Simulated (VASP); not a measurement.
# Hf (P6_3/mmc) in VASP: notebook

Hf is run at these levels: PBE; tasks: relaxation of shape and atoms at fixed volume.

Everything below comes from runs of VASP 6.6.1. Logs are shortened: lines on timing, memory, paths and dates and some standing lists are left out, and cuts for length are marked.

## Step 1: The cell of the first run

The structure is hexagonal, space group P6_3/mmc (No. 194). The conventional cell has a = 3.069 Å, b = 3.069 Å, c = 4.863 Å, α = 90.00°, β = 90.00°, γ = 120.00°. Within 4.0 Å of Hf (site symmetry -6m2) lie 12 Hf at 3.01 to 3.07 Å.

## Step 2: Relaxation of shape and atoms at fixed volume, PBE (volume scaled by 0.88)

INCAR

```
SYSTEM = Hf
PREC     = Accurate       ! precision mode
ENCUT    = 600            ! plane-wave cutoff, eV
EDIFF    = 1E-6           ! SCF threshold, eV
ISMEAR   = 0              ! smearing method
SIGMA    = 0.1            ! smearing width, eV
LREAL    = .False.        ! projectors in reciprocal space
LASPH    = .True.         ! aspherical terms in the spheres
NELM     = 80             ! most SCF steps
ALGO     = Normal         ! electronic algorithm
ISIF     = 4              ! what is computed and relaxed
LWAVE    = .False.        ! write WAVECAR
LCHARG   = .False.        ! write CHGCAR
GGA      = PE             ! functional
IBRION   = 2              ! ionic algorithm
NSW      = 50             ! ionic steps
EDIFFG   = -0.01          ! ionic threshold
```

KPOINTS

```
Automatic mesh
0
Gamma
  15 15 8
  0 0 0
```

POSCAR

```
Hf
1.0
    3.0688838364      0.0000000000      0.0000000000
   -1.5344419182      2.6577313636      0.0000000000
    0.0000000000      0.0000000000      4.8633840789
Hf
2
Direct
    0.3333333333      0.6666666667      0.2500000000
    0.6666666667      0.3333333333      0.7500000000
```

Potentials or basis: VASP PAW PBE potentials, release 64 (Hf_pv).

Started as:

```sh
cat potpaw_PBE.64/Hf_pv/POTCAR > POTCAR
mpirun -np 1 vasp_std > vasp.out
```

OUTCAR:

```text
SYSTEM = Hf
   PREC = Accurate
   ENCUT = 600
   EDIFF = 1E-6
   ISMEAR = 0
   LREAL = .False.
   LASPH = .True.
   NELM = 80
   ISIF = 4
   GGA = PE
   IBRION = 2
   NSW = 50
   EDIFFG = -0.01

 ion  position               nearest neighbor table
   1  0.333  0.667  0.250-   2 3.01   2 3.01   2 3.01   2 3.01   2 3.01   2 3.01
   2  0.667  0.333  0.750-   1 3.01   1 3.01   1 3.01   1 3.01   1 3.01   1 3.01

  LATTYP: Found a hexagonal cell.
 ALAT       =     3.0688838364
 C/A-ratio  =     1.5847403610

  Lattice vectors:

 A1 = (   3.0688838364,   0.0000000000,   0.0000000000)
 A2 = (  -1.5344419182,   2.6577313636,   0.0000000000)
 A3 = (   0.0000000000,   0.0000000000,   4.8633840789)

Analysis of symmetry for initial positions (statically):
=====================================================================
 Subroutine PRICEL returns:
 Original cell was already a primitive cell.

 Routine SETGRP: Setting up the symmetry group for a
 hexagonal supercell.

 Subroutine GETGRP returns: Found 24 space group operations
 (whereof 12 operations were pure point group operations)
 out of a pool of 24 trial point group operations.

The static configuration has the point symmetry D_3d.
 The point group associated with its full space group is D_6h.

Analysis of symmetry for dynamics (positions and initial velocities):
=====================================================================
 Subroutine PRICEL returns:
 Original cell was already a primitive cell.

 Routine SETGRP: Setting up the symmetry group for a
 hexagonal supercell.

 Subroutine GETGRP returns: Found 24 space group operations
 (whereof 12 operations were pure point group operations)
 out of a pool of 24 trial point group operations.

The dynamic configuration has the point symmetry D_3d.
 The point group associated with its full space group is D_6h.

 Subroutine INISYM returns: Found 24 space group operations
 (whereof 12 operations are pure point group operations),
 and found     1 'primitive' translations

----------------------------------------------------------------------------------------

                                     Primitive cell

  volume of cell :      39.6671

  direct lattice vectors                    reciprocal lattice vectors
[... 153 lines left out ...]
      direct lattice vectors                 reciprocal lattice vectors
     3.068883836  0.000000000  0.000000000     0.325851369  0.188130376  0.000000000
    -1.534441918  2.657731364  0.000000000     0.000000000  0.376260751  0.000000000
     0.000000000  0.000000000  4.863384079     0.000000000  0.000000000  0.205618142

 POSITION                                       TOTAL-FORCE (eV/Angst)
 -----------------------------------------------------------------------------------
     -0.00000      1.77182      1.21585         0.000000     -0.000000      0.000000
      1.53444      0.88591      3.64754        -0.000000      0.000000      0.000000
 -----------------------------------------------------------------------------------
    total drift:                               -0.000000      0.000000     -0.000000

  FREE ENERGIE OF THE ION-ELECTRON SYSTEM (eV)
  ---------------------------------------------------
  free  energy   TOTEN  =       -19.6070604496 eV

  energy  without entropy=      -19.5999225715  energy(sigma->0) =      -19.60349151

--------------------------------------- Ionic step        2  -------------------------------------------

 number of electron      20.0000002 magnetization

 Free energy of the ion-electron system (eV)
  ---------------------------------------------------
  ext. energy  EPLUGINS =         0.00000000
  ---------------------------------------------------
  free energy    TOTEN  =       -19.60707533 eV

  energy without entropy =      -19.59989351  energy(sigma->0) =      -19.60348442

 E-fermi :   5.8090     XC(G=0): -11.8441

 val. band max:        5.7927424736   @ k =   0.2667   0.2000   0.3750
 cond. band min:       5.8267789678   @ k =   0.0667  -0.0000   0.2500
 fundamental gap:      0.0340364943
 Fermi energy:         5.8090297110

 k-point     1 :       0.0000    0.0000    0.0000
  band No.  band energies     occupation
      1     -25.2514      2.00000
      2     -24.1541      2.00000
      3     -24.1541      2.00000
      4     -23.9726      2.00000
      5     -23.9717      2.00000
      6     -23.9717      2.00000
      7      -1.9876      2.00000
      8       1.6822      2.00000
      9       6.9039      0.00000
     10       6.9911      0.00000
     11       6.9911      0.00000
     12       7.2850      0.00000
     13       7.9490      0.00000
     14       7.9490      0.00000
[... 377 lines left out ...]
      1     -24.9312      2.00000
      2     -24.7181      2.00000
      3     -24.6209      2.00000
      4     -24.5727      2.00000
      5     -24.3644      2.00000
      6     -24.3000      2.00000
      7       3.1348      2.00000
      8       3.1898      2.00000
      9       3.5370      2.00000
     10       4.6840      2.00000
     11       6.1565      0.00000
     12       6.5426      0.00000
     13       7.8860      0.00000
     14      11.5042      0.00000

 [... further k-points ...]

------------------------ aborting loop because EDIFF is reached ----------------------------------------

  FORCE on cell =-STRESS in cart. coord.  units (eV):
  Direction    XX          YY          ZZ          XY          YZ          ZX
  --------------------------------------------------------------------------------------
  -------------------------------------------------------------------------------------
  Total        4.1006231      4.1006231      4.1021014     -0.0000000      0.0000000      0.0000000
  in kB      165.6266939    165.6266939    165.6864054     -0.0000000      0.0000000      0.0000000
  external PRESSURE =     165.6465977 kB  Pullay stress =       0.0000000 kB

 VOLUME and BASIS-vectors are now :
 -----------------------------------------------------------------------------
  energy-cutoff  :      600.00
  volume of cell :       39.67
      direct lattice vectors                 reciprocal lattice vectors
     3.067829489  0.000000000 -0.000000000     0.325963357  0.188195032 -0.000000000
    -1.533914744  2.656818272  0.000000000     0.000000000  0.376390064  0.000000000
     0.000000000  0.000000000  4.866727537     0.000000000  0.000000000  0.205476882

 POSITION                                       TOTAL-FORCE (eV/Angst)
 -----------------------------------------------------------------------------------
     -0.00000      1.77121      1.21668        -0.000000      0.000000      0.000000
      1.53391      0.88561      3.65005         0.000000     -0.000000      0.000000
 -----------------------------------------------------------------------------------
    total drift:                               -0.000000      0.000000     -0.000000

  FREE ENERGIE OF THE ION-ELECTRON SYSTEM (eV)
  ---------------------------------------------------
  free  energy   TOTEN  =       -19.6070753264 eV

  energy  without entropy=      -19.5998935123  energy(sigma->0) =      -19.60348442

 reached required accuracy - stopping structural energy minimisation
```

CONTCAR:

```text
Hf
   1.00000000000000
     3.0678294886957440    0.0000000000000000   -0.0000000000000000
    -1.5339147443478720    2.6568182717064790    0.0000000000000000
     0.0000000000000000    0.0000000000000000    4.8667275365399156
  Hf
     2
Direct
     0.3333333332999970    0.6666666667000030    0.2500000000000000
     0.6666666667000030    0.3333333332999970    0.7500000000000000

  0.00000000E+00  0.00000000E+00  0.00000000E+00
  0.00000000E+00  0.00000000E+00  0.00000000E+00
```

It took 43 s on 1 thread of Intel Xeon 6975P-C (Granite Rapids), shared host; peak memory 0.24 GiB.

What came out:

```
Free energy               : -19.6071 eV
Energy gained by relaxing : 0.0 meV/atom
Ionic steps               : 2
Pressure after relaxing   : 16.6 GPa
Band gap on the k mesh    : zero (band 10 reaches 6.99 eV, above the bottom of band 11 at 5.37 eV)
```

Final structure:
```
Hf
1.0
     3.06783    0.00000    0.00000
    -1.53391    2.65682    0.00000
     0.00000    0.00000    4.86673
Hf
2
Cartesian
  0.0000 1.7712 1.2167
  1.5339 0.8856 3.6500
```

Levels at points of the mesh, in eV from the Fermi level:
| k point | band 7 | band 8 | band 9 | band 10 | band 11 | band 12 | band 13 | band 14 |
| --- | --- | --- | --- | --- | --- | --- | --- | --- |
| (0.00, 0.00, 0.00) | -7.80 | -4.13 | 1.09 | 1.18 | 1.18 | 1.48 | 2.14 | 2.14 |
| (0.00, 0.00, 0.50) | -5.60 | -5.60 | 0.08 | 0.08 | 1.07 | 1.07 | 1.07 | 1.07 |

Caveat: spin-orbit coupling is left out, which moves the levels of the heavy elements.

## Step 3: Relaxation of shape and atoms at fixed volume, PBE (volume scaled by 0.91)

INCAR

```
ALGO = Normal
EDIFF = 1E-7
EDIFFG = -0.01
ENCUT = 600
GGA = PE
IBRION = 2
ISIF = 4
ISMEAR = 0
LASPH = T
LCHARG = F
LREAL = F
LWAVE = F
NELM = 100
NSW = 50
PREC = Accurate
SIGMA = 0.1
```

KPOINTS

```
k-points
0
Gamma
  15 15 8
```

POSCAR

```
Hf
1.0
    3.1056347486      0.0000000000      0.0000000000
   -1.5528173743      2.6895585871      0.0000000000
    0.0000000000      0.0000000000      4.9108586485
Hf
2
Direct
    0.3333333333      0.6666666667      0.2500000000
    0.6666666667      0.3333333333      0.7500000000
```

Potentials or basis: VASP PAW PBE potentials, release 64 (Hf_pv).

Started as:

```sh
cat potpaw_PBE.64/Hf_pv/POTCAR > POTCAR
mpirun -np 1 vasp_std > vasp.out
```

OUTCAR:

```text
EDIFF = 1E-7
   EDIFFG = -0.01
   ENCUT = 600
   GGA = PE
   IBRION = 2
   ISIF = 4
   ISMEAR = 0
   LASPH = T
   LREAL = F
   NELM = 100
   NSW = 50
   PREC = Accurate

 ion  position               nearest neighbor table
   1  0.333  0.667  0.250-   2 3.04   2 3.04   2 3.04   2 3.04   2 3.04   2 3.04
   2  0.667  0.333  0.750-   1 3.04   1 3.04   1 3.04   1 3.04   1 3.04   1 3.04

  LATTYP: Found a hexagonal cell.
 ALAT       =     3.1056347486
 C/A-ratio  =     1.5812737318

  Lattice vectors:

 A1 = (   3.1056347486,   0.0000000000,   0.0000000000)
 A2 = (  -1.5528173743,   2.6895585871,   0.0000000000)
 A3 = (   0.0000000000,   0.0000000000,   4.9108586485)

Analysis of symmetry for initial positions (statically):
=====================================================================
 Subroutine PRICEL returns:
 Original cell was already a primitive cell.

 Routine SETGRP: Setting up the symmetry group for a
 hexagonal supercell.

 Subroutine GETGRP returns: Found 24 space group operations
 (whereof 12 operations were pure point group operations)
 out of a pool of 24 trial point group operations.

The static configuration has the point symmetry D_3d.
 The point group associated with its full space group is D_6h.

Analysis of symmetry for dynamics (positions and initial velocities):
=====================================================================
 Subroutine PRICEL returns:
 Original cell was already a primitive cell.

 Routine SETGRP: Setting up the symmetry group for a
 hexagonal supercell.

 Subroutine GETGRP returns: Found 24 space group operations
 (whereof 12 operations were pure point group operations)
 out of a pool of 24 trial point group operations.

The dynamic configuration has the point symmetry D_3d.
 The point group associated with its full space group is D_6h.

 Subroutine INISYM returns: Found 24 space group operations
 (whereof 12 operations are pure point group operations),
 and found     1 'primitive' translations

[... 179 lines left out ...]

 number of electron      20.0000001 magnetization

 Free energy of the ion-electron system (eV)
  ---------------------------------------------------
  ext. energy  EPLUGINS =         0.00000000
  ---------------------------------------------------
  free energy    TOTEN  =       -19.72481359 eV

  energy without entropy =      -19.71774082  energy(sigma->0) =      -19.72127721

 E-fermi :   5.5507     XC(G=0): -11.6852

 val. band max:        5.5341114672   @ k =   0.0667  -0.0000   0.2500
 cond. band min:       5.5614925023   @ k =   0.2667   0.2000   0.3750
 fundamental gap:      0.0273810352
 Fermi energy:         5.5506957711

 k-point     1 :       0.0000    0.0000    0.0000
  band No.  band energies     occupation
      1     -25.5004      2.00000
      2     -24.5116      2.00000
      3     -24.5116      2.00000
      4     -24.3473      2.00000
      5     -24.3449      2.00000
      6     -24.3449      2.00000
      7      -2.1309      2.00000
      8       1.5509      2.00000
      9       6.5180      0.00000
     10       6.7366      0.00000
     11       6.7366      0.00000
     12       7.0428      0.00000
     13       7.6590      0.00000
     14       7.6590      0.00000
[... 377 lines left out ...]
      1     -25.2019      2.00000
      2     -25.0098      2.00000
      3     -24.9336      2.00000
      4     -24.8834      2.00000
      5     -24.7021      2.00000
      6     -24.6365      2.00000
      7       2.8998      2.00000
      8       3.0722      2.00000
      9       3.3694      2.00000
     10       4.3854      2.00000
     11       5.9155      0.00000
     12       6.2666      0.00000
     13       7.5738      0.00000
     14      11.0785      0.00000

 [... further k-points ...]

------------------------ aborting loop because EDIFF is reached ----------------------------------------

  FORCE on cell =-STRESS in cart. coord.  units (eV):
  Direction    XX          YY          ZZ          XY          YZ          ZX
  --------------------------------------------------------------------------------------
  -------------------------------------------------------------------------------------
  Total        2.9208419      2.9208419      2.9256012     -0.0000000      0.0000000      0.0000000
  in kB      114.0853328    114.0853327    114.2712255     -0.0000000      0.0000000      0.0000000
  external PRESSURE =     114.1472970 kB  Pullay stress =       0.0000000 kB

 VOLUME and BASIS-vectors are now :
 -----------------------------------------------------------------------------
  energy-cutoff  :      600.00
  volume of cell :       41.02
      direct lattice vectors                 reciprocal lattice vectors
     3.104496990  0.000000000  0.000000000     0.322113374  0.185972243 -0.000000000
    -1.552248495  2.688573260  0.000000000     0.000000000  0.371944486  0.000000000
     0.000000000  0.000000000  4.914458841    -0.000000000 -0.000000000  0.203481204

 POSITION                                       TOTAL-FORCE (eV/Angst)
 -----------------------------------------------------------------------------------
     -0.00000      1.79238      1.22861        -0.000000      0.000000      0.000000
      1.55225      0.89619      3.68584         0.000000     -0.000000      0.000000
 -----------------------------------------------------------------------------------
    total drift:                               -0.000000      0.000000     -0.000000

  FREE ENERGIE OF THE ION-ELECTRON SYSTEM (eV)
  ---------------------------------------------------
  free  energy   TOTEN  =       -19.7248135917 eV

  energy  without entropy=      -19.7177408194  energy(sigma->0) =      -19.72127721

 reached required accuracy - stopping structural energy minimisation
```

Run time: 49 s. Hardware: 1 thread of Intel Xeon 6975P-C (Granite Rapids), shared host; peak memory 0.24 GiB.

What came out:

| Quantity | Value |
| --- | --- |
| Free energy | -19.7248 eV |
| Energy gained by relaxing | 0.0 meV/atom |
| Ionic steps | 2 |
| Pressure after relaxing | 11.4 GPa |
| Band gap on the k mesh | zero (band 10 reaches 6.74 eV, above the bottom of band 11 at 5.11 eV) |

Final structure:
```
Hf
1.0
     3.10450    0.00000    0.00000
    -1.55225    2.68857    0.00000
     0.00000    0.00000    4.91446
Hf
2
Direct
  0.33333 0.66667 0.25000
  0.66667 0.33333 0.75000
```

Caveat: spin-orbit coupling is left out, which moves the levels of the heavy elements.

(Continued in part 2 of 2.)
